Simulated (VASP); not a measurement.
Wanted: the native input for a VASP 6.6.1 run.

```
Task                   : single point
Functional             : RPBE
Dispersion             : D4
Potentials or basis    : VASP PAW PBE potentials, release 64 (Ga_d, N)
Cutoff                 : 520 eV
k mesh                 : 8 × 8 × 6
Occupations            : gaussian, width 0.05 eV
Spin                   : no spin polarisation
Dipole correction      : no
Further INCAR settings : ALGO = Normal; EDIFF = 1e-06; NBANDS = 26
```

The structure of GaN lies in POSCAR:

```
GaN
1.0
    3.1700932471      0.0000000001      0.0000000000
   -1.5850466237      2.7453812843      0.0000000000
    0.0000000000      0.0000000000      5.1674748498
Ga N
2 2
Direct
    0.3333333333      0.6666666667     -0.0007355918
    0.6666666667      0.3333333333      0.4992644082
    0.3333333333      0.6666666667      0.3757355918
    0.6666666667      0.3333333333      0.8757355918
```

These files were run (other wordings do the same):

INCAR

```
SYSTEM = GaN
PREC = Accurate ; ENCUT = 520
EDIFF = 1E-6 ; ISMEAR = 0
SIGMA = 0.05 ; LREAL = .False.
LASPH = .True. ; NELM = 80
ALGO = Normal ; ISIF = 2
LWAVE = .False. ; LCHARG = .True.
GGA = RP ; IVDW = 13
LELF = .True. ; LVHAR = .True.
NBANDS = 26
```

KPOINTS

```
regular mesh
0
Gamma
  8 8 6
  0 0 0
```

Potentials or basis: VASP PAW PBE potentials, release 64 (Ga_d, N).

Launch:

```bash
$ cat potpaw_PBE.64/Ga_d/POTCAR potpaw_PBE.64/N/POTCAR > POTCAR
$ mpirun -np 1 vasp_std > vasp.out
```

It gave:

```yaml
Pressure: -0.3 GPa
Largest_force: 0.009 eV/Å
Band_gap_on_the_k_mesh: 2.07 eV, direct
Dispersion_energy_per_atom: -0.821 eV
```

Caveat: the PAW data sets were made with another functional, which shifts forces and pressure a little.

It took 17 s on 1 thread of Intel(R) Xeon(R) 6975P-C (Granite Rapids), with other jobs on the host, peak memory 0.18 GiB.
